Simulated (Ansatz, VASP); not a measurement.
# Ba4Te3: VASP beside Ansatz

```xyz
7
Lattice="7.0090 0.0000 0.0000 0.0000 7.0090 0.0000 0.0000 0.0000 7.0090" Properties=species:S:1:pos:R:3 pbc="T T T"
Ba    3.5045    3.5045    3.5045
Ba    0.0000    3.5045    3.5045
Ba    3.5045    0.0000    3.5045
Ba    3.5045    3.5045    0.0000
Te    3.5045    0.0000    0.0000
Te    0.0000    3.5045    0.0000
Te    0.0000    0.0000    3.5045
```

Alike in both runs: functional PBE; k mesh 6 × 6 × 6; occupations gaussian, width 0.1 eV; no spin polarisation.

Ansatz relaxed the structure, and its values are those at the end. VASP's run is a single point on that final structure, the one shown.

|  | VASP | Ansatz |
| --- | --- | --- |
| version | VASP 6.6.1 | Ansatz 0.2.0 |
| potentials or method | VASP PAW PBE potentials, release 64 (Ba_sv, Te), cutoff 520 eV | scalar-relativistic, plane waves, PAW |
| valence electrons in the cell | 58 | 88 |

```tsv
	VASP	Ansatz	Ansatz less VASP
gap on the k mesh at the Fermi level (eV)	none	none	-
pressure (GPa)	0.3	0.0	-0.30
```

A gap of «none» marks a metal or a gap that the smearing closes. VASP's potentials hold 58 valence electrons a cell and Ansatz's 88, so a difference there can come from the potentials and not from the codes.

Spin-orbit coupling is off throughout.
